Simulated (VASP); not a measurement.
A run of VASP 6.6.1 is set up as follows.

The input INCAR:

```
PREC = Accurate ; ENCUT = 520
EDIFF = 1E-8 ; ISMEAR = 0
SIGMA = 0.01 ; LREAL = F
LASPH = T ; NELM = 80
ALGO = Normal ; ISIF = 2
LWAVE = F ; LCHARG = T
GGA = PS ; IBRION = 8
NSW = 1 ; LEPSILON = T
```

The input KPOINTS:

```
regular mesh
0
Gamma
  10 10 10
```

File POSCAR:

```
GaN
1.0
    0.0000000000      2.2530590917      2.2530590917
    2.2530590917      0.0000000000      2.2530590917
    2.2530590917      2.2530590917      0.0000000000
Ga N
1 1
Direct
    0.0000000000      0.0000000000      0.0000000000
    0.7500000000      0.7500000000      0.7500000000
```

Potentials or basis: VASP PAW PBE potentials, release 64 (Ga_d, N).

Launch:

```bash
$ cat potpaw_PBE.64/Ga_d/POTCAR potpaw_PBE.64/N/POTCAR > POTCAR
$ mpirun -np 1 vasp_std > vasp.out
```

Problem. What does it give for the electronic dielectric tensor (diagonal)?

Solution. 6.08.

Problem. Predict the Born charges (mean of the diagonal).

Solution. Ga +2.66; N -2.66 e.

Problem. What does it give for the highest phonon frequency at Γ, LO-TO splitting left out?

Solution. 529 cm⁻¹.

Born effective charge tensors (e):
atom 1, Ga
```
2.66 0.00 0.00
0.00 2.66 0.00
0.00 0.00 2.66
```
atom 2, N
```
-2.66  0.00  0.00
 0.00 -2.66  0.00
 0.00  0.00 -2.66
```

Caveat: the cell wasn't relaxed at this level first, which shifts response properties.
